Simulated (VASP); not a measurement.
As: single point with PBEsol

Crystal: As.

```
As
1.0
     1.86150   -5.61000    0.00000
     1.86150    5.61000    0.00000
     0.00000    0.00000    4.47000
As
4
Direct
  0.39000 0.61000 0.56000
  0.89000 0.11000 0.94000
  0.61000 0.39000 0.44000
  0.11000 0.89000 0.06000
```

- Program: VASP 6.6.1
- Task: single point
- Functional: PBEsol
- Potentials or basis: VASP PAW PBE potentials, release 64 (As_d)
- Cutoff: 510 eV
- k mesh: 6 × 6 × 5
- Occupations: fermi-dirac, width 0.05 eV
- Spin: no spin polarisation
- Dipole correction: no
- Further INCAR settings: ALGO = Normal; EDIFF = 1e-06; NBANDS = 38

| Quantity | Value |
| --- | --- |
| Pressure | -2.8 GPa |
| Largest force | 0.308 eV/Å |
| Band gap on the k mesh | zero (bands 30 and 31 overlap by 0.02 eV) |

Forces on the atoms (eV/Å):
```
As   0.000 -0.247  0.183
As   0.000 -0.247 -0.183
As   0.000  0.247 -0.183
As   0.000  0.247  0.183
```

Stress tensor (GPa, compression positive):
```
-2.11  0.00  0.00
 0.00 -3.58  0.00
 0.00  0.00 -2.77
```

Levels at points of the mesh, in eV from the Fermi level:
```
           k point  band 27  band 28  band 29  band 30  band 31  band 32  band 33  band 34
(0.00, 0.00, 0.00)    -3.10    -2.19    -2.01    -0.97     1.85     1.85     2.33     3.29
(0.50, 0.00, 0.00)    -2.47    -2.47    -2.31    -2.31     0.80     0.80     0.99     0.99
(0.50, 0.50, 0.00)    -3.44    -1.72    -1.45    -0.51    -0.01     1.85     2.16     2.95
```

Wall time 80 s on 1 thread of Intel(R) Xeon(R) Platinum 8488C (Sapphire Rapids), with other jobs on the host, peak memory 0.3 GiB.

Caveat: the PAW data sets were made with another functional, which shifts forces and pressure a little.
